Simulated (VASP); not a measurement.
# In2O3 (R-3c) in VASP: notebook

The runs below take In2O3 through single point, relaxation of cell and atoms, with PBE.

All numbers are computed with VASP 6.6.1; they aren't measurements. Logs are shortened: lines on timing, memory, paths and dates and some standing lists are left out, and cuts for length are marked.

## 1. The cell of the first run

Symmetry: R-3c, No. 167, trigonal system. Conventional cell: a = 5.576 Å, b = 5.576 Å, c = 14.755 Å, α = 90.00°, β = 90.00°, γ = 120.00°. In (site symmetry 3) has 6 O at 2.16 to 2.29 Å within 2.9 Å. Within 2.9 Å of O (site symmetry 2) lie 4 In at 2.16 to 2.29 Å and 2 O at 2.86 Å.

## 2. Single point, PBE

The input, INCAR:

```
SYSTEM = In2O3
ALGO     = Normal         ! electronic algorithm
EDIFF    = 1E-6           ! SCF threshold, eV
ENCUT    = 520            ! plane-wave cutoff, eV
GGA      = PE             ! functional
ISIF     = 2              ! what is computed and relaxed
ISMEAR   = 0              ! smearing method
LASPH    = .True.         ! aspherical terms in the spheres
LCHARG   = .True.         ! write CHGCAR
LELF     = .True.         ! ELF
LREAL    = .False.        ! projectors in reciprocal space
LVHAR    = .True.       
LWAVE    = .False.        ! write WAVECAR
NBANDS   = 55             ! bands
NELM     = 100            ! most SCF steps
PREC     = Accurate       ! precision mode
SIGMA    = 0.02           ! smearing width, eV
```

The input, KPOINTS:

```
k-points
0
Gamma
  6 6 6
  0 0 0
```

The input, POSCAR:

```
In2O3
1.0
    2.7879433811      1.6096198616      4.9183079116
   -2.7879433811      1.6096198616      4.9183079116
    0.0000000000     -3.2192397232      4.9183079116
In O
4 6
Direct
    0.3572025450      0.3572025450      0.3572025450
    0.1427974550      0.1427974550      0.1427974550
    0.6427974550      0.6427974550      0.6427974550
    0.8572025450      0.8572025450      0.8572025450
    0.5466259440      0.9533740560      0.2500000000
    0.2500000000      0.5466259440      0.9533740560
    0.9533740560      0.2500000000      0.5466259440
    0.4533740560      0.0466259440      0.7500000000
    0.7500000000      0.4533740560      0.0466259440
    0.0466259440      0.7500000000      0.4533740560
```

Potentials or basis: VASP PAW PBE potentials, release 64 (In_d, O).

The run is started by

```bash
$ cat potpaw_PBE.64/In_d/POTCAR potpaw_PBE.64/O/POTCAR > POTCAR
$ mpirun -np 1 vasp_std > vasp.out
```

OUTCAR:

```text
SYSTEM = In2O3
   EDIFF = 1E-6
   ENCUT = 520
   GGA = PE
   ISIF = 2
   ISMEAR = 0
   LASPH = .True.
   LREAL = .False.
   NELM = 100
   PREC = Accurate

 ion  position               nearest neighbor table
   1  0.357  0.357  0.357-  10 2.16   8 2.16   9 2.16   5 2.29   7 2.29   6 2.29   2 3.16   3 3.30
                             3 3.30   3 3.30   2 3.67   2 3.67   2 3.67
   2  0.143  0.143  0.143-   9 2.16   8 2.16  10 2.16   5 2.29   6 2.29   7 2.29   1 3.16   4 3.30
                             4 3.30   4 3.30   1 3.67   1 3.67   1 3.67
   3  0.643  0.643  0.643-   7 2.16   5 2.16   6 2.16   8 2.29  10 2.29   9 2.29   4 3.16   1 3.30
                             1 3.30   1 3.30   4 3.67   4 3.67   4 3.67
   4  0.857  0.857  0.857-   6 2.16   5 2.16   7 2.16   8 2.29   9 2.29  10 2.29   3 3.16   2 3.30
                             2 3.30   2 3.30   3 3.67   3 3.67   3 3.67
   5  0.547  0.953  0.250-   3 2.16   4 2.16   1 2.29   2 2.29
   6  0.250  0.547  0.953-   4 2.16   3 2.16   2 2.29   1 2.29
   7  0.953  0.250  0.547-   3 2.16   4 2.16   1 2.29   2 2.29
   8  0.453  0.047  0.750-   1 2.16   2 2.16   3 2.29   4 2.29
   9  0.750  0.453  0.047-   2 2.16   1 2.16   4 2.29   3 2.29
  10  0.047  0.750  0.453-   1 2.16   2 2.16   3 2.29   4 2.29

  LATTYP: Found a trigonal (rhomboedric) cell.
 ALAT       =     5.8782018601
 COS(alpha) =     0.5501073446

  Lattice vectors:

 A1 = (   2.7879433811,   1.6096198616,   4.9183079116)
 A2 = (  -2.7879433811,   1.6096198616,   4.9183079116)
 A3 = (   0.0000000000,  -3.2192397232,   4.9183079116)

Analysis of symmetry for initial positions (statically):
=====================================================================
 Subroutine PRICEL returns:
 Original cell was already a primitive cell.

 Routine SETGRP: Setting up the symmetry group for a
 trigonal (rhombohedral) supercell.

 Subroutine GETGRP returns: Found 12 space group operations
 (whereof  6 operations were pure point group operations)
 out of a pool of 12 trial point group operations.

The static configuration has the point symmetry S_6 .
 The point group associated with its full space group is D_3d.

Analysis of symmetry for dynamics (positions and initial velocities):
=====================================================================
 Subroutine PRICEL returns:
 Original cell was already a primitive cell.

 Routine SETGRP: Setting up the symmetry group for a
 trigonal (rhombohedral) supercell.

 Subroutine GETGRP returns: Found 12 space group operations
 (whereof  6 operations were pure point group operations)
 out of a pool of 12 trial point group operations.

The dynamic configuration has the point symmetry S_6 .
 The point group associated with its full space group is D_3d.

 Subroutine INISYM returns: Found 12 space group operations
 (whereof  6 operations are pure point group operations),
 and found     1 'primitive' translations

----------------------------------------------------------------------------------------

                                     Primitive cell

  volume of cell :     132.4263

  direct lattice vectors                    reciprocal lattice vectors
     2.787943381  1.609619862  4.918307912     0.179343671  0.103544117  0.067773986
    -2.787943381  1.609619862  4.918307912    -0.179343671  0.103544117  0.067773986
     0.000000000 -3.219239723  4.918307912     0.000000000 -0.207088233  0.067773986

  length of vectors
     5.878201860  5.878201860  5.878201860     0.217896419  0.217896419  0.217896419

  position of ions in fractional coordinates (direct lattice)
     0.357202545  0.357202545  0.357202545
     0.142797455  0.142797455  0.142797455
     0.642797455  0.642797455  0.642797455
     0.857202545  0.857202545  0.857202545
     0.546625944  0.953374056  0.250000000
     0.250000000  0.546625944  0.953374056
     0.953374056  0.250000000  0.546625944
     0.453374056  0.046625944  0.750000000
     0.750000000  0.453374056  0.046625944
     0.046625944  0.750000000  0.453374056

  ion indices of the primitive-cell ions
   primitive index   ion index
                 1           1
                 2           2
                 3           3
                 4           4
                 5           5
                 6           6
                 7           7
                 8           8
                 9           9
                10          10

----------------------------------------------------------------------------------------

 KPOINTS: k-points

Automatic generation of k-mesh.
 Grid dimensions read from file:
 generate k-points for:    6    6    6

 Generating k-lattice:

  Cartesian coordinates                     Fractional coordinates (reciprocal lattice)
     0.029890612  0.017257353  0.011295664     0.166666667 -0.000000000  0.000000000
    -0.029890612  0.017257353  0.011295664    -0.000000000  0.166666667  0.000000000
     0.000000000 -0.034514706  0.011295664     0.000000000  0.000000000  0.166666667

  Length of vectors
     0.036316070  0.036316070  0.036316070

  Shift w.r.t. Gamma in fractional coordinates (k-lattice)
     0.000000000  0.000000000  0.000000000

 Subroutine IBZKPT returns following result:
 ===========================================

 Found     32 irreducible k-points:

 Following reciprocal coordinates:
            Coordinates               Weight
  0.000000  0.000000  0.000000      1.000000
  0.166667  0.000000  0.000000      6.000000
  0.333333  0.000000  0.000000      6.000000
  0.500000 -0.000000  0.000000      3.000000
  0.166667  0.166667  0.000000      6.000000
  0.333333  0.166667  0.000000     12.000000
[... 16 lines left out ...]
  0.500000  0.500000  0.166667      6.000000
 -0.333333  0.500000  0.166667     12.000000
 [... further k-points ...]
   k-points           NKPTS =     32   k-points in BZ     NKDIM =     32   number of bands    NBANDS=     55
   number of dos      NEDOS =    301   number of ions     NIONS =     10
   total plane-waves  NPLWV = 110592
   dimension x,y,z NGX =    48 NGY =   48 NGZ =   48
   dimension x,y,z NGXF=    96 NGYF=   96 NGZF=   96
   ions per type =               4   6
   NGX,Y,Z   is equivalent  to a cutoff of  13.58, 13.58, 13.58 a.u.
   NGXF,Y,Z  is equivalent  to a cutoff of  27.15, 27.15, 27.15 a.u.
 SYSTEM =  In2O3
   PREC   = accura    normal or accurate (medium, high low for compatibility)
   ISTART =      0    job   : 0-new  1-cont  2-samecut
   ICHARG =      2    charge: 1-file 2-atom 10-const
   ISPIN  =      1    spin polarized calculation?
   LNONCOLLINEAR =      F non collinear calculations
   LSORBIT =      F    spin-orbit coupling
   LASPH  =      T    aspherical Exc in radial PAW
   ENCUT  =  520.0 eV  38.22 Ry    6.18 a.u.  10.93 10.93 10.93*2*pi/ulx,y,z
   NELM   =    100;   NELMIN=  2; NELMDL= -5     # of ELM steps
   EDIFF  = 0.1E-05   stopping-criterion for ELM
   LREAL  =      F    real-space projection
[... 7 lines left out ...]
   TEBEG  =    0.0;   TEEND  =   0.0 temperature during run
   PSTRESS=    0.0 pullay stress
   NELECT =      88.0000    total number of electrons
   NUPDOWN=      -1.0000    fix difference up-down
   EMIN   =  10.00;   EMAX   =-10.00  energy-range for DOS
   EFERMI =   0.00;   METHOD = LEGACY
   ISMEAR =     0;   SIGMA  =   0.02  broadening in eV -4-tet -1-fermi 0-gaus
   EFERMI_NEDOS =   21; number of points for ismear=-14 and -15
   IALGO  =     38    algorithm
   IMIX   =      4    mixing-type and parameters
     AMIX     =   0.40;   BMIX     =  1.00
     AMIX_MAG =   1.60;   BMIX_MAG =  1.00
  volume/ion in A,a.u.               =      13.24        89.37
  Fermi-wavevector in a.u.,A,eV,Ry     =   1.428601  2.699665 27.768145  2.040901
  Thomas-Fermi vector in A             =   2.548645
   LORBIT       =      0    0 simple, 1 ext, 2 COOP (PROOUT), +10 PAW based schemes
   GGA     = PE    functional components
   LHFCALC =     F    Hartree Fock is set to
   AEXX    =    0.0000 exact exchange contribution
   IVDW    =     0    specifies the selected vdW correction
   LEPSILON=     F    determine dielectric tensor
   LRPA    =     F    only Hartree local field effects (RPA)
 non-spin polarized calculation
 Gauss-broadening in eV      SIGMA  =   0.02
  energy-cutoff  :      520.00
  volume of cell :      132.43
 maximum number of plane-waves:      3589
 NGX is ok and might be reduce to    48
   NGX = 21   NGY = 21   NGZ = 21

 number of electron      88.0000008 magnetization

 Free energy of the ion-electron system (eV)
  ---------------------------------------------------
  ext. energy  EPLUGINS =         0.00000000
  ---------------------------------------------------
  free energy    TOTEN  =       -55.47551329 eV

  energy without entropy =      -55.47551329  energy(sigma->0) =      -55.47551329

 E-fermi :   5.1918     XC(G=0): -10.9759

 val. band max:        5.0610822005   @ k =  -0.1667   0.1667   0.0000
 cond. band min:       6.0212436009   @ k =   0.0000   0.0000   0.0000
 fundamental gap:      0.9601614004
 Fermi energy:         5.1917792172

 k-point     1 :       0.0000    0.0000    0.0000
  band No.  band energies     occupation
      1     -12.2833      2.00000
      2     -11.4825      2.00000
      3     -11.4825      2.00000
      4     -11.2865      2.00000
      5     -11.2865      2.00000
      6     -11.2055      2.00000
[... 47 lines left out ...]
     54      14.7057      0.00000
     55      15.1780      0.00000

 k-point     2 :       0.1667    0.0000    0.0000
  band No.  band energies     occupation
      1     -12.2135      2.00000
      2     -11.4738      2.00000
      3     -11.4687      2.00000
      4     -11.3482      2.00000
      5     -11.3014      2.00000
      6     -11.2297      2.00000
[... 47 lines left out ...]
     54      15.2699      0.00000
     55      15.2715      0.00000
[... 1216 lines left out ...]
     54      15.6985      0.00000
     55      16.1825      0.00000

 k-point    24 :      -0.3333    0.5000    0.1667
  band No.  band energies     occupation
      1     -11.8223      2.00000
      2     -11.6928      2.00000
      3     -11.4954      2.00000
      4     -11.4307      2.00000
      5     -11.3253      2.00000
      6     -11.2383      2.00000
[... 47 lines left out ...]
     54      15.4092      0.00000
     55      16.0275      0.00000

 [... further k-points ...]

------------------------ aborting loop because EDIFF is reached ----------------------------------------

  FORCE on cell =-STRESS in cart. coord.  units (eV):
  Direction    XX          YY          ZZ          XY          YZ          ZX
  --------------------------------------------------------------------------------------
  -------------------------------------------------------------------------------------
  Total        0.3609896      0.3609896      0.2584163      0.0000000      0.0000000      0.0000000
  in kB        4.3674808      4.3674808      3.1264843      0.0000000      0.0000000      0.0000000
  external PRESSURE =       3.9538153 kB  Pullay stress =       0.0000000 kB

 VOLUME and BASIS-vectors are now :
 -----------------------------------------------------------------------------
  energy-cutoff  :      520.00
  volume of cell :      132.43
      direct lattice vectors                 reciprocal lattice vectors
     2.787943381  1.609619862  4.918307912     0.179343671  0.103544117  0.067773986
    -2.787943381  1.609619862  4.918307912    -0.179343671  0.103544117  0.067773986
     0.000000000 -3.219239723  4.918307912     0.000000000 -0.207088233  0.067773986

 POSITION                                       TOTAL-FORCE (eV/Angst)
 -----------------------------------------------------------------------------------
      0.00000      0.00000      5.27050        -0.000000      0.000000     -0.012453
      0.00000      0.00000      2.10697        -0.000000      0.000000      0.012453
      0.00000      0.00000      9.48443        -0.000000      0.000000      0.012453
      0.00000      0.00000     12.64796        -0.000000      0.000000     -0.012453
     -1.13399      1.60962      8.60704        -0.015471      0.000000     -0.000000
     -0.82698     -1.78687      8.60704         0.007736     -0.013398     -0.000000
      1.96097      0.17725      8.60704         0.007736      0.013398     -0.000000
      1.13399     -1.60962      6.14788         0.015471      0.000000     -0.000000
      0.82698      1.78687      6.14788        -0.007736      0.013398     -0.000000
     -1.96097     -0.17725      6.14788        -0.007736     -0.013398     -0.000000
 -----------------------------------------------------------------------------------
    total drift:                               -0.000000      0.000000      0.000000

  FREE ENERGIE OF THE ION-ELECTRON SYSTEM (eV)
  ---------------------------------------------------
  free  energy   TOTEN  =       -55.4755132899 eV

  energy  without entropy=      -55.4755132899  energy(sigma->0) =      -55.47551329
```

Run time: 2.7 min. Hardware: 1 thread of Intel Xeon 6975P-C (Granite Rapids), shared host; peak memory 0.4 GiB.

What came out:

```
Free energy            : -55.4755 eV
Pressure               : 0.4 GPa
Largest force          : 0.015 eV/Å
Band gap on the k mesh : 0.96 eV, indirect (least direct gap 1.04 eV)
```

Forces in eV/Å, atoms in the order of the input:
```
In   0.000  0.000 -0.012
In   0.000  0.000  0.012
In   0.000  0.000  0.012
In   0.000  0.000 -0.012
O   -0.015  0.000  0.000
O    0.008 -0.013  0.000
O    0.008  0.013  0.000
O    0.015  0.000  0.000
O   -0.008  0.013  0.000
O   -0.008 -0.013  0.000
```

Stress tensor (GPa, compression positive):
```
0.44 0.00 0.00
0.00 0.44 0.00
0.00 0.00 0.31
```

Caveat: spin-orbit coupling is left out, which moves the levels of the heavy elements. A k mesh can miss the band edges.

(Continued in part 2 of 2.)
